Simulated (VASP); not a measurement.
# AgCl (R-3m) in VASP: a series of runs

Runs on AgCl. Level: PBEsol. Tasks: single point.

Program: VASP 6.6.1. These are calculated values, not measurements. Logs are shortened: lines on timing, memory, paths and dates and some standing lists are left out, and cuts for length are marked.

## Step 1: The cell of the first run

Symmetry: R-3m, No. 166, trigonal system. Conventional cell: a = 4.461 Å, b = 4.461 Å, c = 5.920 Å, α = 90.00°, β = 90.00°, γ = 120.00°. Ag (site symmetry -3m) has 8 Cl at 2.76 to 2.96 Å and 6 Ag at 3.24 Å within 3.6 Å. Cl (site symmetry -3m) has 8 Ag at 2.76 to 2.96 Å and 6 Cl at 3.24 Å within 3.6 Å.

## Step 2: Single point, PBEsol

Input file INCAR:

```
SYSTEM = AgCl
PREC = Accurate
ENCUT = 520
EDIFF = 1E-6
ISMEAR = 0
SIGMA = 0.05
LREAL = .False.
LASPH = .True.
NELM = 100
ALGO = Normal
ISIF = 2
LWAVE = .False.
LCHARG = .False.
GGA = PS
NBANDS = 16
```

Input file KPOINTS:

```
regular mesh
0
Gamma
  12 12 12
  0 0 0
```

Input file POSCAR:

```
AgCl
1.0
    3.2422021552      0.0877975936      0.0877975936
    0.0877975936      3.2422021552      0.0877975936
    0.0877975936      0.0877975936      3.2422021552
Ag Cl
1 1
Direct
    0.0000000000      0.0000000000      0.0000000000
    0.5000000000      0.5000000000      0.5000000000
```

Potentials or basis: VASP PAW PBE potentials, release 64 (Ag, Cl).

The run is started by

```sh
> cat potpaw_PBE.64/Ag/POTCAR potpaw_PBE.64/Cl/POTCAR > POTCAR
> mpirun -np 1 vasp_std > vasp.out
```

OUTCAR:

```text
SYSTEM = AgCl
   PREC = Accurate
   ENCUT = 520
   EDIFF = 1E-6
   ISMEAR = 0
   LREAL = .False.
   LASPH = .True.
   NELM = 100
   ISIF = 2
   GGA = PS

 ion  position               nearest neighbor table
   1  0.000  0.000  0.000-   2 2.76   2 2.76   2 2.76   2 2.76   2 2.76   2 2.76   2 2.96   2 2.96

   2  0.500  0.500  0.500-   1 2.76   1 2.76   1 2.76   1 2.76   1 2.76   1 2.76   1 2.96   1 2.96

  LATTYP: Found a trigonal (rhomboedric) cell.
 ALAT       =     3.2445788093
 COS(alpha) =     0.0548121522

  Lattice vectors:

 A1 = (   3.2422021552,   0.0877975936,   0.0877975936)
 A2 = (   0.0877975936,   3.2422021552,   0.0877975936)
 A3 = (   0.0877975936,   0.0877975936,   3.2422021552)

Analysis of symmetry for initial positions (statically):
=====================================================================
 Subroutine PRICEL returns:
 Original cell was already a primitive cell.

 Routine SETGRP: Setting up the symmetry group for a
 trigonal (rhombohedral) supercell.

 Subroutine GETGRP returns: Found 12 space group operations
 (whereof 12 operations were pure point group operations)
 out of a pool of 12 trial point group operations.

The static configuration has the point symmetry D_3d.

Analysis of symmetry for dynamics (positions and initial velocities):
=====================================================================
 Subroutine PRICEL returns:
 Original cell was already a primitive cell.

 Routine SETGRP: Setting up the symmetry group for a
 trigonal (rhombohedral) supercell.

 Subroutine GETGRP returns: Found 12 space group operations
 (whereof 12 operations were pure point group operations)
 out of a pool of 12 trial point group operations.

The dynamic configuration has the point symmetry D_3d.

 Subroutine INISYM returns: Found 12 space group operations
 (whereof 12 operations are pure point group operations),
 and found     1 'primitive' translations

----------------------------------------------------------------------------------------

                                     Primitive cell

  volume of cell :      34.0080

  direct lattice vectors                    reciprocal lattice vectors
     3.242202155  0.087797594  0.087797594     0.308873394 -0.008143646 -0.008143646
     0.087797594  3.242202155  0.087797594    -0.008143646  0.308873394 -0.008143646
     0.087797594  0.087797594  3.242202155    -0.008143646 -0.008143646  0.308873394

  length of vectors
     3.244578809  3.244578809  3.244578809     0.309088032  0.309088032  0.309088032

  position of ions in fractional coordinates (direct lattice)
     0.000000000  0.000000000  0.000000000
     0.500000000  0.500000000  0.500000000

  ion indices of the primitive-cell ions
   primitive index   ion index
                 1           1
                 2           2

----------------------------------------------------------------------------------------

 KPOINTS: regular mesh

Automatic generation of k-mesh.
 Grid dimensions read from file:
 generate k-points for:   12   12   12

 Generating k-lattice:

  Cartesian coordinates                     Fractional coordinates (reciprocal lattice)
     0.025739450 -0.000678637 -0.000678637     0.083333333  0.000000000  0.000000000
    -0.000678637  0.025739450 -0.000678637     0.000000000  0.083333333  0.000000000
    -0.000678637 -0.000678637  0.025739450     0.000000000  0.000000000  0.083333333

  Length of vectors
     0.025757336  0.025757336  0.025757336

  Shift w.r.t. Gamma in fractional coordinates (k-lattice)
     0.000000000  0.000000000  0.000000000

 Subroutine IBZKPT returns following result:
 ===========================================

 Found    189 irreducible k-points:

 Following reciprocal coordinates:
            Coordinates               Weight
  0.000000  0.000000  0.000000      1.000000
  0.083333  0.000000  0.000000      6.000000
  0.166667  0.000000  0.000000      6.000000
  0.250000  0.000000  0.000000      6.000000
  0.333333  0.000000  0.000000      6.000000
  0.416667 -0.000000 -0.000000      6.000000
[... 16 lines left out ...]
  0.500000  0.166667  0.000000     12.000000
 -0.416667  0.166667  0.000000     12.000000
 [... further k-points ...]
   k-points           NKPTS =    189   k-points in BZ     NKDIM =    189   number of bands    NBANDS=     16
   number of dos      NEDOS =    301   number of ions     NIONS =      2
   total plane-waves  NPLWV =  13824
   dimension x,y,z NGX =    24 NGY =   24 NGZ =   24
   dimension x,y,z NGXF=    48 NGYF=   48 NGZF=   48
   ions per type =               1   1
   NGX,Y,Z   is equivalent  to a cutoff of  12.30, 12.30, 12.30 a.u.
   NGXF,Y,Z  is equivalent  to a cutoff of  24.59, 24.59, 24.59 a.u.
 SYSTEM =  AgCl
   PREC   = accura    normal or accurate (medium, high low for compatibility)
   ISTART =      0    job   : 0-new  1-cont  2-samecut
   ICHARG =      2    charge: 1-file 2-atom 10-const
   ISPIN  =      1    spin polarized calculation?
   LNONCOLLINEAR =      F non collinear calculations
   LSORBIT =      F    spin-orbit coupling
   LASPH  =      T    aspherical Exc in radial PAW
   ENCUT  =  520.0 eV  38.22 Ry    6.18 a.u.   6.03  6.03  6.03*2*pi/ulx,y,z
   NELM   =    100;   NELMIN=  2; NELMDL= -5     # of ELM steps
   EDIFF  = 0.1E-05   stopping-criterion for ELM
   LREAL  =      F    real-space projection
   EDIFFG = 0.1E-04   stopping-criterion for IOM
   NSW    =      0    number of steps for IOM
   IBRION =     -1    ionic relax: 0-MD 1-quasi-New 2-CG
   NFREE  =      0    steps in history (QN), initial steepest desc. (CG)
   ISIF   =      2    stress and relaxation
   ISYM   =      2    0-nonsym 1-usesym 2-fastsym
   POTIM  = 0.5000    time-step for ionic-motion
   TEBEG  =    0.0;   TEEND  =   0.0 temperature during run
   PSTRESS=    0.0 pullay stress
   NELECT =      18.0000    total number of electrons
   NUPDOWN=      -1.0000    fix difference up-down
   EMIN   =  10.00;   EMAX   =-10.00  energy-range for DOS
   EFERMI =   0.00;   METHOD = LEGACY
   ISMEAR =     0;   SIGMA  =   0.05  broadening in eV -4-tet -1-fermi 0-gaus
   EFERMI_NEDOS =   21; number of points for ismear=-14 and -15
   IALGO  =     38    algorithm
   IMIX   =      4    mixing-type and parameters
     AMIX     =   0.40;   BMIX     =  1.00
     AMIX_MAG =   1.60;   BMIX_MAG =  1.00
  volume/ion in A,a.u.               =      17.00       114.75
  Fermi-wavevector in a.u.,A,eV,Ry     =   1.324256  2.502481 23.859913  1.753654
  Thomas-Fermi vector in A             =   2.453804
   LORBIT       =      0    0 simple, 1 ext, 2 COOP (PROOUT), +10 PAW based schemes
   GGA     = PS    functional components
   LHFCALC =     F    Hartree Fock is set to
   AEXX    =    0.0000 exact exchange contribution
   IVDW    =     0    specifies the selected vdW correction
   LEPSILON=     F    determine dielectric tensor
   LRPA    =     F    only Hartree local field effects (RPA)
 non-spin polarized calculation
 Gauss-broadening in eV      SIGMA  =   0.05
  energy-cutoff  :      520.00
  volume of cell :       34.01
 maximum number of plane-waves:       937
   NGX = 13   NGY = 13   NGZ = 13

 number of electron      17.9999994 magnetization

 Free energy of the ion-electron system (eV)
  ---------------------------------------------------
  ext. energy  EPLUGINS =         0.00000000
  ---------------------------------------------------
  free energy    TOTEN  =        -5.77221311 eV

  energy without entropy =       -5.77221311  energy(sigma->0) =       -5.77221311

 E-fermi :   6.5847     XC(G=0): -11.5612

 val. band max:        6.3955222663   @ k =   0.5000   0.0000   0.0000
 cond. band min:       6.7715381362   @ k =   0.0000   0.0000   0.0000
 fundamental gap:      0.3760158699
 Fermi energy:         6.5846524537

 k-point     1 :       0.0000    0.0000    0.0000
  band No.  band energies     occupation
      1      -9.6393      2.00000
      2       2.5425      2.00000
      3       2.5425      2.00000
      4       3.8493      2.00000
      5       3.8493      2.00000
      6       3.9025      2.00000
[... 8 lines left out ...]
     15      21.4602      0.00000
     16      22.7395      0.00000

 k-point     2 :       0.0833    0.0000    0.0000
  band No.  band energies     occupation
      1      -9.5954      2.00000
      2       2.4295      2.00000
      3       2.5541      2.00000
      4       3.3953      2.00000
      5       3.5899      2.00000
      6       3.7308      2.00000
[... 8 lines left out ...]
     15      21.1251      0.00000
     16      22.7608      0.00000

 k-point     3 :       0.1667    0.0000    0.0000
  band No.  band energies     occupation
      1      -9.4714      2.00000
      2       1.8728      2.00000
      3       2.5751      2.00000
      4       2.9948      2.00000
      5       3.2753      2.00000
      6       3.5607      2.00000
[... 8 lines left out ...]
     15      20.4940      0.00000
     16      22.6160      0.00000

 k-point     4 :       0.2500    0.0000    0.0000
  band No.  band energies     occupation
      1      -9.2909      2.00000
      2       1.0232      2.00000
      3       2.5055      2.00000
      4       2.7786      2.00000
      5       2.9991      2.00000
      6       3.7405      2.00000
[... 8 lines left out ...]
     15      20.5564      0.00000
     16      22.4153      0.00000
[... 324 lines left out ...]
 k-point    22 :       0.4167    0.1667    0.0000
  band No.  band energies     occupation
      1      -8.8445      2.00000
      2       0.0572      2.00000
      3       2.1077      2.00000
      4       2.6735      2.00000
      5       2.9592      2.00000
      6       3.8148      2.00000
[... 8 lines left out ...]
     15      21.4397      0.00000
     16      23.3779      0.00000

 k-point    23 :       0.5000    0.1667    0.0000
  band No.  band energies     occupation
      1      -8.7813      2.00000
      2      -0.1456      2.00000
      3       2.0509      2.00000
      4       2.6407      2.00000
      5       2.9450      2.00000
      6       3.8174      2.00000
[... 8 lines left out ...]
     15      21.2891      0.00000
     16      23.6216      0.00000

 k-point    24 :      -0.4167    0.1667    0.0000
  band No.  band energies     occupation
      1      -8.8246      2.00000
      2      -0.0159      2.00000
      3       2.0365      2.00000
      4       2.6311      2.00000
      5       2.9672      2.00000
      6       3.8006      2.00000
[... 8 lines left out ...]
     15      21.1154      0.00000
     16      23.1746      0.00000

 [... further k-points ...]

------------------------ aborting loop because EDIFF is reached ----------------------------------------

  FORCE on cell =-STRESS in cart. coord.  units (eV):
  Direction    XX          YY          ZZ          XY          YZ          ZX
  --------------------------------------------------------------------------------------
  -------------------------------------------------------------------------------------
  Total        1.4595242      1.4595242      1.4595242      0.0910707      0.0910707      0.0910707
  in kB       68.7607778     68.7607778     68.7607778      4.2905040      4.2905040      4.2905040
  external PRESSURE =      68.7607778 kB  Pullay stress =       0.0000000 kB

 VOLUME and BASIS-vectors are now :
 -----------------------------------------------------------------------------
  energy-cutoff  :      520.00
  volume of cell :       34.01
      direct lattice vectors                 reciprocal lattice vectors
     3.242202155  0.087797594  0.087797594     0.308873394 -0.008143646 -0.008143646
     0.087797594  3.242202155  0.087797594    -0.008143646  0.308873394 -0.008143646
     0.087797594  0.087797594  3.242202155    -0.008143646 -0.008143646  0.308873394

 POSITION                                       TOTAL-FORCE (eV/Angst)
 -----------------------------------------------------------------------------------
      0.00000      0.00000      0.00000        -0.000000      0.000000      0.000000
      1.70890      1.70890      1.70890         0.000000     -0.000000      0.000000
 -----------------------------------------------------------------------------------
    total drift:                               -0.000000      0.000000     -0.000000

  FREE ENERGIE OF THE ION-ELECTRON SYSTEM (eV)
  ---------------------------------------------------
  free  energy   TOTEN  =        -5.7722131093 eV

  energy  without entropy=       -5.7722131092  energy(sigma->0) =       -5.77221311
```

Run time: 32 s. Hardware: 1 thread of Intel Xeon Platinum 8488C (Sapphire Rapids), shared host; peak memory 0.21 GiB.

Results:

| Item | Value |
| --- | --- |
| Free energy | -5.7722 eV |
| Pressure | 6.9 GPa |
| Band gap on the k mesh | 0.38 eV, indirect (least direct gap 2.47 eV) |

Caveat: the PAW data sets were made with another functional, which shifts forces and pressure a little. A k mesh can miss the band edges.

## Step 3: Single point, PBEsol

This run uses another cell than the first one, of 19.47 Å³/atom, 1.145 times its volume.

Input file INCAR:

```
SYSTEM = AgCl
  PREC = Accurate
  ENCUT = 520
  EDIFF = 1E-6
  ISMEAR = 0
  SIGMA = 0.05
  LREAL = .FALSE.
  LASPH = .TRUE.
  NELM = 100
  ALGO = Normal
  ISIF = 2
  LWAVE = .FALSE.
  LCHARG = .FALSE.
  GGA = PS
  NBANDS = 16
```

Input file KPOINTS:

```
Automatic mesh
0
G
  12 12 12
  0 0 0
```

Input file POSCAR:

```
AgCl
1.0
    3.3917521167     -0.0893482426     -0.0893482426
   -0.0893482426      3.3917521167     -0.0893482426
   -0.0893482426     -0.0893482426      3.3917521167
Ag Cl
1 1
Direct
    0.0000000000      0.0000000000      0.0000000000
    0.5000000000      0.5000000000      0.5000000000
```

Potentials or basis: VASP PAW PBE potentials, release 64 (Ag, Cl).

The run is started by

```sh
> cat potpaw_PBE.64/Ag/POTCAR potpaw_PBE.64/Cl/POTCAR > POTCAR
> mpirun -np 1 vasp_std > vasp.out
```

OUTCAR:

```text
SYSTEM = AgCl
   PREC = Accurate
   ENCUT = 520
   EDIFF = 1E-6
   ISMEAR = 0
   LREAL = .FALSE.
   LASPH = .TRUE.
   NELM = 100
   ISIF = 2
   GGA = PS

 ion  position               nearest neighbor table
   1  0.000  0.000  0.000-   2 2.78   2 2.78   2 2.99   2 2.99   2 2.99   2 2.99   2 2.99   2 2.99

   2  0.500  0.500  0.500-   1 2.78   1 2.78   1 2.99   1 2.99   1 2.99   1 2.99   1 2.99   1 2.99

  LATTYP: Found a trigonal (rhomboedric) cell.
 ALAT       =     3.3941049834
 COS(alpha) =    -0.0519195955

  Lattice vectors:

 A1 = (   3.3917521167,  -0.0893482426,  -0.0893482426)
 A2 = (  -0.0893482426,   3.3917521167,  -0.0893482426)
[... 628 lines left out ...]
      6       2.3302      2.00000
[... 8 lines left out ...]
     15      19.2699      0.00000
     16      20.9271      0.00000

 [... further k-points ...]
[... 5 lines left out ...]
  --------------------------------------------------------------------------------------
  -------------------------------------------------------------------------------------
  Total       -0.6771500     -0.6771500     -0.6771500     -0.1655776     -0.1655776     -0.1655776
  in kB      -27.8640426    -27.8640426    -27.8640426     -6.8133507     -6.8133507     -6.8133507
  external PRESSURE =     -27.8640426 kB  Pullay stress =       0.0000000 kB

 VOLUME and BASIS-vectors are now :
 -----------------------------------------------------------------------------
  energy-cutoff  :      520.00
  volume of cell :       38.94
      direct lattice vectors                 reciprocal lattice vectors
     3.391752117 -0.089348243 -0.089348243     0.295253732  0.007988242  0.007988242
    -0.089348243  3.391752117 -0.089348243     0.007988242  0.295253732  0.007988242
    -0.089348243 -0.089348243  3.391752117     0.007988242  0.007988242  0.295253732

 POSITION                                       TOTAL-FORCE (eV/Angst)
 -----------------------------------------------------------------------------------
      0.00000      0.00000      0.00000         0.000000      0.000000      0.000000
      1.60653      1.60653      1.60653        -0.000000     -0.000000     -0.000000
 -----------------------------------------------------------------------------------
    total drift:                               -0.000000      0.000000      0.000000

  FREE ENERGIE OF THE ION-ELECTRON SYSTEM (eV)
  ---------------------------------------------------
  free  energy   TOTEN  =        -5.8159243347 eV

  energy  without entropy=       -5.8159243189  energy(sigma->0) =       -5.81592433
```

Run time: 2.2 min. Hardware: 1 thread of Intel Xeon Platinum 8488C (Sapphire Rapids), shared host; peak memory 0.24 GiB.

What came out:

- Free energy: -5.8159 eV
- Pressure: -2.8 GPa
- Band gap on the k mesh: 0.29 eV, indirect (least direct gap 2.01 eV)

Levels at points of the mesh, in eV from the valence-band top:
| k point | band 5 | band 6 | band 7 | band 8 | band 9 | band 10 | band 11 | band 12 | band 13 | band 14 |
| --- | --- | --- | --- | --- | --- | --- | --- | --- | --- | --- |
| (0.00, 0.00, 0.00) | -2.12 | -2.05 | -2.05 | -1.72 | -1.72 | 0.29 | 9.11 | 9.11 | 13.17 | 13.17 |
| (0.50, 0.00, 0.00) | -2.83 | -2.04 | -1.66 | -0.37 | 0.00 | 4.53 | 5.50 | 8.76 | 9.64 | 10.10 |
| (0.50, 0.50, 0.00) | -2.46 | -2.38 | -2.33 | -1.75 | -1.19 | 2.48 | 8.48 | 9.04 | 10.25 | 13.36 |
| (0.50, 0.50, 0.50) | -1.73 | -1.73 | -0.47 | -0.47 | -0.11 | 4.09 | 4.09 | 4.87 | 6.74 | 17.08 |

Caveat: the PAW data sets were made with another functional, which shifts forces and pressure a little.

(Continued in part 2 of 2.)
